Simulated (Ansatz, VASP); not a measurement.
# CO in VASP and in Ansatz

```
C O
1.0
    15.00000    0.00000    0.00000
     0.00000   15.50000    0.00000
     0.00000    0.00000   16.00000
C O
1 1
Direct
  0.50183 0.49903 0.46458
  0.49817 0.50097 0.53542
```

Alike in both runs: functional PBE; dispersion D3(BJ); k mesh 1 × 1 × 1; occupations gaussian, width 0.005 eV; no spin polarisation.

Ansatz relaxed the structure, and its values are those at the end. VASP's run is a single point on that final structure, the one shown.

|  | VASP | Ansatz |
| --- | --- | --- |
| version | VASP 6.6.1 | Ansatz 0.2.0 |
| potentials or method | VASP PAW PBE potentials, release 64 (C, O), cutoff 520 eV | scalar-relativistic, plane waves, PAW |
| valence electrons in the cell | 10 | 10 |

```tsv
	VASP	Ansatz	Ansatz less VASP
gap on the k mesh at the Fermi level (eV)	6.97	6.97	+0.001
rms of the force components (eV/Å)	0.547	0.003	-0.5437
```

One of these differences is far larger than is usual between the two programs; its cause wasn't traced.

Noted on VASP's run: the standard files for N, O and F lose accuracy on very short bonds.
